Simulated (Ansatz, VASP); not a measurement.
**Two plane-wave programs on CuO**

Contents of INCAR:

```
SYSTEM = CuO
ALGO     = Fast           ! electronic algorithm
EDIFF    = 1E-6           ! SCF threshold, eV
ENCUT    = 520            ! plane-wave cutoff, eV
GGA      = PS             ! functional
ISIF     = 2              ! what is computed and relaxed
ISMEAR   = 0              ! smearing method
LASPH    = .TRUE.         ! aspherical terms in the spheres
LCHARG   = .FALSE.        ! write CHGCAR
LREAL    = .FALSE.        ! projectors in reciprocal space
LWAVE    = .FALSE.        ! write WAVECAR
NBANDS   = 25             ! bands
NELM     = 60             ! most SCF steps
PREC     = Accurate       ! precision mode
SIGMA    = 0.1            ! smearing width, eV
```

Contents of KPOINTS:

```
k-points
0
G
  16 16 10
  0 0 0
```

File POSCAR:

```
CuO
1.0
    2.3446500000     -1.7134000000      0.0000000000
    2.3446500000      1.7134000000      0.0000000000
   -0.8605500000      0.0000000000      5.0594400000
Cu O
2 2
Direct
    0.0032000000      0.4968000000      0.0000000000
    0.4968000000      0.0032000000      0.5000000000
    0.5714000000      0.4056000000      0.2537000000
    0.4056000000      0.5714000000      0.7537000000
```

Input for Ansatz:

```yaml
crystal:
  lattice:
    - [2.34465, -1.7134, 0.0]
    - [2.34465, 1.7134, 0.0]
    - [-0.86055, 0.0, 5.05944]
  atoms:
    - { symbol: Cu, position: [0.0032, 0.4968, 0.0] }
    - { symbol: Cu, position: [0.4968, 0.0032, 0.5] }
    - { symbol: O, position: [0.5714, 0.4056, 0.2537] }
    - { symbol: O, position: [0.4056, 0.5714, 0.7537] }
basis:
  ecutwfc: 420
kpoints:
  mp_grid: { grid: [16, 16, 10] }
hamiltonian:
  xc: pbesol
scf:
  occupations: { method: gaussian, width: 0.1 }
output:
  forces: true
  stress: true
  eigenvalues: true
```

Alike in both runs: task single point; functional PBEsol; k mesh 16 × 16 × 10; occupations gaussian, width 0.1 eV; no spin polarisation.

|  | VASP | Ansatz |
| --- | --- | --- |
| version | VASP 6.6.1 | Ansatz 0.2.0 |
| potentials or method | VASP PAW PBE potentials, release 64 (Cu, O), cutoff 520 eV | scalar-relativistic, plane waves, PAW |
| valence electrons in the cell | 34 | 50 |

Ansatz gave:

| Item | Value |
| --- | --- |
| gap on the k mesh at the Fermi level (eV) | none |
| pressure (GPa) | -2.7 |
| traceless stress, the component that is largest in VASP (GPa) | 2.26 |
| rms of the force components (eV/Å) | 0.425 |

Which values does VASP return?

gap on the k mesh at the Fermi level (eV): none; pressure (GPa): -1.9; traceless stress, the component that is largest in VASP (GPa): 1.89; rms of the force components (eV/Å): 0.432.

VASP's potentials were made for PBE, not for PBEsol. Atom by atom the forces differ by 0.022 eV/Å (rms over components). A gap of «none» marks a metal or a gap that the smearing closes. VASP's potentials hold 34 valence electrons a cell and Ansatz's 50, so a difference there can come from the potentials and not from the codes.
